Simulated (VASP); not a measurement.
Input of a VASP 6.6.1 run:

File INCAR:

```
ALGO = Normal ; EDIFF = 1E-6
ENCUT = 520 ; GGA = PE
ISIF = 2 ; ISMEAR = 0
LASPH = True ; LCHARG = True
LELF = True ; LREAL = False
LVHAR = True ; LWAVE = False
NBANDS = 66 ; NELM = 60
PREC = Accurate ; SIGMA = 0.1
```

KPOINTS

```
k-points
0
Gamma
  4 2 2
```

The input POSCAR:

```
Cd3Se2S
1.0
    4.3271840384      0.0018221458      0.0008923477
    0.0031184763      7.4655641473     -0.0087222097
    0.0026043017     -0.0123159389     10.5794753918
Cd Se S
6 4 2
Direct
    0.0006165382     -0.0004793425      0.0002322870
    0.5008403431      0.4994739565      0.0001096098
    0.0001915025      0.3334080066      0.6579733162
    0.4995602274      0.8332832687      0.6580496612
    0.4995704371      0.1671171236      0.3424044258
    0.9986528866      0.6670785200      0.3421898084
    0.0009371098      0.3328839541      0.9113059728
    0.5007309480      0.8329450393      0.9113870478
    0.4990686564      0.5003860850      0.2531715701
   -0.0002060573      0.0005081483      0.2532370619
    0.5002900823      0.1666657812      0.5850210530
    0.9997473261      0.6667294592      0.5849181861
```

Potentials or basis: VASP PAW PBE potentials, release 64 (Cd, Se, S).

Launch:

```bash
$ cat potpaw_PBE.64/Cd/POTCAR potpaw_PBE.64/Se/POTCAR potpaw_PBE.64/S/POTCAR > POTCAR
$ mpirun -np 1 vasp_std > vasp.out
```

**Question.** What does it give for the pressure?

**Answer.** 0.2 GPa.

**Question.** What does it give for the band gap on the k mesh?

**Answer.** 0.55 eV.

**Question.** What does it give for the largest force?

**Answer.** 0.012 eV/Å.

Forces in eV/Å, atoms in the order of the input:
```
Cd  -0.003  0.001  0.009
Cd  -0.003  0.001  0.011
Cd  -0.002 -0.002 -0.012
Cd  -0.001 -0.001 -0.012
Cd  -0.001 -0.002  0.005
Cd   0.001  0.000  0.009
Se   0.000  0.002  0.001
Se   0.001  0.001  0.000
Se   0.003 -0.001 -0.012
Se   0.001 -0.002 -0.010
S    0.000  0.003  0.006
S    0.002  0.001  0.004
```

Caveat: the k points lie up to 0.42 Å⁻¹ apart; semilocal functionals underestimate gaps, and a narrow one can read as zero.
